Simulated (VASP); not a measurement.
# Te (R-3m) in VASP: settings compared

Aim: see how the results for Te move with the level of theory and the settings. Levels: PBE exchange alone, HSE06+D3(BJ), r2SCAN0+D3(BJ), PBE0, BLYP. Tasks: single point.

All numbers are computed with VASP 6.6.1; they aren't measurements. Logs are shortened: lines on timing, memory, paths and dates and some standing lists are left out, and cuts for length are marked.

### 1 The cell of the first run

Symmetry: R-3m, No. 166, trigonal system. Conventional cell: a = 4.612 Å, b = 4.612 Å, c = 5.073 Å, α = 90.00°, β = 90.00°, γ = 120.00°. Te (site symmetry -3m) has 12 Te at 3.15 to 4.30 Å within 4.4 Å.

### 2 Single point, PBE exchange alone, non-collinear spin, zero start, spin-orbit coupling

Contents of INCAR:

```
PREC = Accurate
ENCUT = 500
EDIFF = 1E-6
ISMEAR = -5
SIGMA = 0.05
LREAL = F
LASPH = T
NELM = 200
ALGO = Normal
ISIF = 2
LWAVE = F
LCHARG = T
MAGMOM = 0 0 0
LORBIT = 11
LSORBIT = T
GGA_COMPAT = F
LORBMOM = T
GGA = PE
ALDAC = 0.0
AGGAC = 0.0
LVHAR = T
NBANDS = 17
```

Contents of KPOINTS:

```
Automatic mesh
0
Gamma
  9 9 9
```

Contents of POSCAR:

```
Te
1.0
    2.3059043450      1.3313144943      1.6909537033
   -2.3059043450      1.3313144943      1.6909537033
    0.0000000000     -2.6626289886      1.6909537033
Te
1
Direct
    0.5000000000      0.5000000000      0.5000000000
```

Potentials or basis: VASP PAW PBE potentials, release 64 (Te).

Started as:

```sh
$ cat potpaw_PBE.64/Te/POTCAR > POTCAR
$ mpirun -np 1 vasp_ncl > vasp.out
```

OUTCAR:

```text
PREC = Accurate
   ENCUT = 500
   EDIFF = 1E-6
   ISMEAR = -5
   LREAL = F
   LASPH = T
   NELM = 200
   ISIF = 2
   LORBIT = 11
   LSORBIT = T
   GGA = PE

 ion  position               nearest neighbor table
   1  0.500  0.500  0.500-

  LATTYP: Found a trigonal (rhomboedric) cell.
 ALAT       =     3.1541904758
 COS(alpha) =    -0.0688991677

  Lattice vectors:

 A1 = (   2.3059043450,   1.3313144943,   1.6909537033)
 A2 = (  -2.3059043450,   1.3313144943,   1.6909537033)
 A3 = (   0.0000000000,  -2.6626289886,   1.6909537033)

Analysis of symmetry for initial positions (statically):
=====================================================================
 Subroutine PRICEL returns:
 Original cell was already a primitive cell.

 Routine SETGRP: Setting up the symmetry group for a
 trigonal (rhombohedral) supercell.

 Subroutine GETGRP returns: Found 12 space group operations
 (whereof 12 operations were pure point group operations)
 out of a pool of 12 trial point group operations.

The static configuration has the point symmetry D_3d.

Analysis of symmetry for dynamics (positions and initial velocities):
=====================================================================
 Subroutine PRICEL returns:
 Original cell was already a primitive cell.

 Routine SETGRP: Setting up the symmetry group for a
 trigonal (rhombohedral) supercell.

 Subroutine GETGRP returns: Found 12 space group operations
 (whereof 12 operations were pure point group operations)
 out of a pool of 12 trial point group operations.

The dynamic configuration has the point symmetry D_3d.

Analysis of structural, dynamic, and magnetic symmetry:
=====================================================================
 Subroutine PRICEL returns:
 Original cell was already a primitive cell.

 Routine SETGRP: Setting up the symmetry group for a
 trigonal (rhombohedral) supercell.

 Subroutine GETGRP returns: Found 12 space group operations
 (whereof 12 operations were pure point group operations)
 out of a pool of 12 trial point group operations.

The overall configuration has the point symmetry D_3d.

 Subroutine INISYM returns: Found 12 space group operations
 (whereof 12 operations are pure point group operations),
 and found     1 'primitive' translations

----------------------------------------------------------------------------------------

                                     Primitive cell

[... 153 lines left out ...]
      4       9.0737      0.45314
      5      10.0949      0.00000
      6      10.0949      0.00000
[... 457 lines left out ...]
      4       3.6573      1.00000
      5       4.4677      1.00000
      6       4.4677      1.00000
[... 9 lines left out ...]
     16      21.3207      0.00000
     17      21.6544      0.00000

 [... further k-points ...]

------------------------ aborting loop because EDIFF is reached ----------------------------------------

  FORCE on cell =-STRESS in cart. coord.  units (eV):
  Direction    XX          YY          ZZ          XY          YZ          ZX
  --------------------------------------------------------------------------------------
  -------------------------------------------------------------------------------------
  Total        2.5533753      2.5533753      2.4519661      0.0000000      0.0000000      0.0000000
  in kB      131.3470478    131.3470478    126.1305013      0.0000000      0.0000000      0.0000000
  external PRESSURE =     129.6081990 kB  Pullay stress =       0.0000000 kB

 VOLUME and BASIS-vectors are now :
 -----------------------------------------------------------------------------
  energy-cutoff  :      500.00
  volume of cell :       31.15
      direct lattice vectors                 reciprocal lattice vectors
     2.305904345  1.331314494  1.690953703     0.216834667  0.125189553  0.197127416
    -2.305904345  1.331314494  1.690953703    -0.216834667  0.125189553  0.197127416
     0.000000000 -2.662628989  1.690953703     0.000000000 -0.250379106  0.197127416

 POSITION                                       TOTAL-FORCE (eV/Angst)
 -----------------------------------------------------------------------------------
      0.00000      0.00000      2.53643         0.000000      0.000000     -0.000000
 -----------------------------------------------------------------------------------
    total drift:                                0.000000      0.000000     -0.000000

  FREE ENERGIE OF THE ION-ELECTRON SYSTEM (eV)
  ---------------------------------------------------
  free  energy   TOTEN  =        -1.8419185698 eV

  energy  without entropy=       -1.8419185698  energy(sigma->0) =       -1.84191857

 orbital moment (x)

 # of ion     p       d       tot
 ----------------------------------------
  1         0.000   0.000   0.000
 ----------------------------------------
            0.000   0.000   0.000

 orbital moment (y)

 # of ion     p       d       tot
 ----------------------------------------
  1         0.000   0.000   0.000
 ----------------------------------------
            0.000   0.000   0.000

 orbital moment (z)

 # of ion     p       d       tot
 ----------------------------------------
  1         0.000   0.000   0.000
 ----------------------------------------
            0.000   0.000   0.000

 Spin-Orbit-Coupling matrix elements

 Ion:    1  E_soc:     -0.2677600
 l=   1
     0.0000000    -0.0444931    -0.0445262
    -0.0444931     0.0000000    -0.0444931
    -0.0445262    -0.0444931     0.0000000
 l=   2
     0.0000000    -0.0000308     0.0000000    -0.0000308    -0.0000821
    -0.0000308     0.0000000    -0.0000625    -0.0000376    -0.0000308
     0.0000000    -0.0000625     0.0000000    -0.0000625     0.0000000
    -0.0000308    -0.0000376    -0.0000625     0.0000000    -0.0000308
    -0.0000821    -0.0000308     0.0000000    -0.0000308     0.0000000
 l=   3
     0.0000000     0.0000000     0.0000000     0.0000000     0.0000000     0.0000000     0.0000000
     0.0000000     0.0000000     0.0000000     0.0000000     0.0000000     0.0000000     0.0000000
     0.0000000     0.0000000     0.0000000     0.0000000     0.0000000     0.0000000     0.0000000
     0.0000000     0.0000000     0.0000000     0.0000000     0.0000000     0.0000000     0.0000000
     0.0000000     0.0000000     0.0000000     0.0000000     0.0000000     0.0000000     0.0000000
     0.0000000     0.0000000     0.0000000     0.0000000     0.0000000     0.0000000     0.0000000
     0.0000000     0.0000000     0.0000000     0.0000000     0.0000000     0.0000000     0.0000000

 total charge

# of ion       s       p       d       tot
------------------------------------------
    1        1.450   1.819   0.047   3.316

 magnetization (x)

# of ion       s       p       d       tot
------------------------------------------
    1       -0.000   0.000  -0.000  -0.000

 magnetization (y)

# of ion       s       p       d       tot
------------------------------------------
    1        0.000   0.000   0.000   0.000

 magnetization (z)

# of ion       s       p       d       tot
------------------------------------------
    1        0.000   0.000   0.000   0.000
```

stdout:

```text
POSCAR found type information on POSCAR Te
 POSCAR found :  1 types and       1 ions
 scaLAPACK will be used
 LDA part: xc-table for (Slater+PW92), standard interpolation
 POSCAR, INCAR and KPOINTS ok, starting setup
 FFT: planning ... GRIDC
 FFT: planning ... GRID_SOFT
 FFT: planning ... GRID
 WAVECAR not read
 entering main loop
 -----------------------------------------------------------------------------
|                                                                             |
|           W    W    AA    RRRRR   N    N  II  N    N   GGGG   !!!           |
|           W    W   A  A   R    R  NN   N  II  NN   N  G    G  !!!           |
|           W    W  A    A  R    R  N N  N  II  N N  N  G       !!!           |
|           W WW W  AAAAAA  RRRRR   N  N N  II  N  N N  G  GGG   !            |
|           WW  WW  A    A  R   R   N   NN  II  N   NN  G    G                |
|           W    W  A    A  R    R  N    N  II  N    N   GGGG   !!!           |
|                                                                             |
|     Tetrahedron method does not include variations of the Fermi             |
|     occupations, so forces and stress will be inaccurate. We suggest        |
|     using a different smearing scheme ISMEAR = 1 or 2 for metals in         |
|     relaxations.                                                            |
|                                                                             |
 -----------------------------------------------------------------------------
```

Run time: 36 s. Hardware: 1 thread of Intel Xeon 6975P-C (Granite Rapids), shared host; peak memory 0.22 GiB.

Results:

* Free energy: -1.8419 eV
* Pressure: 13.0 GPa
* Net moment: 0.00 μB per cell
* Valence electrons inside the program's atomic spheres: Te 3.32

Moments on the atoms (μB; x, y, z):
```
Te  0.00 0.00 0.00
```

Caveat: the cell stands under pressure.

### 3 Single point, HSE06+D3(BJ)

POSCAR is that of step 2.

Contents of INCAR.step1:

```
PREC = Accurate
ENCUT = 400
EDIFF = 1E-5
ISMEAR = -1
SIGMA = 0.15
LREAL = F
LASPH = T
NELM = 120
ALGO = Normal
ISIF = 2
LWAVE = T
GGA = PE
NBANDS = 9
GGA_COMPAT = F
```

Contents of INCAR.step2:

```
PREC = Accurate
ENCUT = 400
EDIFF = 1E-6
ISMEAR = -1
SIGMA = 0.15
LREAL = F
LASPH = T
NELM = 120
ALGO = Normal
ISIF = 2
LWAVE = F
LCHARG = T
GGA = PE
LHFCALC = T
HFSCREEN = 0.2079
PRECFOCK = Normal
IVDW = 12
VDW_S6 = 1.0
VDW_S8 = 2.31
VDW_A1 = 0.383
VDW_A2 = 5.685
LELF = T
LVHAR = T
ISTART = 1
NBANDS = 9
GGA_COMPAT = F
```

Contents of KPOINTS:

```
regular mesh
0
Gamma
  6 6 6
```

Potentials or basis: VASP PAW PBE potentials, release 64 (Te).

Started as:

```sh
$ cat potpaw_PBE.64/Te/POTCAR > POTCAR
$ cp INCAR.step1 INCAR
$ mpirun -np 1 vasp_std > vasp.out
$ cp INCAR.step2 INCAR
$ mpirun -np 1 vasp_std > vasp.out
```

Run time: 3.2 min. Hardware: 1 thread of Intel Xeon 6975P-C (Granite Rapids), shared host; peak memory 0.24 GiB.

The run converged. Its results:

- Free energy: -4.3433 eV
- Pressure: -3.8 GPa
- Band gap on the k mesh: zero (bands 3 and 4 overlap by 5.76 eV)
- Dispersion energy per atom: -0.615 eV

Stress tensor (GPa, compression positive):
```
-3.98  0.00  0.00
 0.00 -3.98  0.00
 0.00  0.00 -3.53
```

Levels at points of the mesh, in eV from the Fermi level:
```tsv
k point	band 1	band 2	band 3	band 4	band 5	band 6	band 7
(0.00, 0.00, 0.00)	-15.48	1.11	1.70	1.70	6.54	6.54	7.05
(0.50, 0.00, 0.00)	-13.39	-7.17	2.86	3.28	8.28	9.58	10.80
(0.50, 0.50, 0.00)	-11.26	-5.67	-4.88	2.32	4.59	11.17	13.17
(0.50, 0.50, 0.50)	-9.01	-3.92	-3.92	-2.90	4.36	4.36	5.90
```

Caveat: the cell stands under tension; the PAW data sets were made with another functional, which shifts forces and pressure a little; spin-orbit coupling is left out, which moves the levels of the heavy elements.

[end of part 1 of 2]
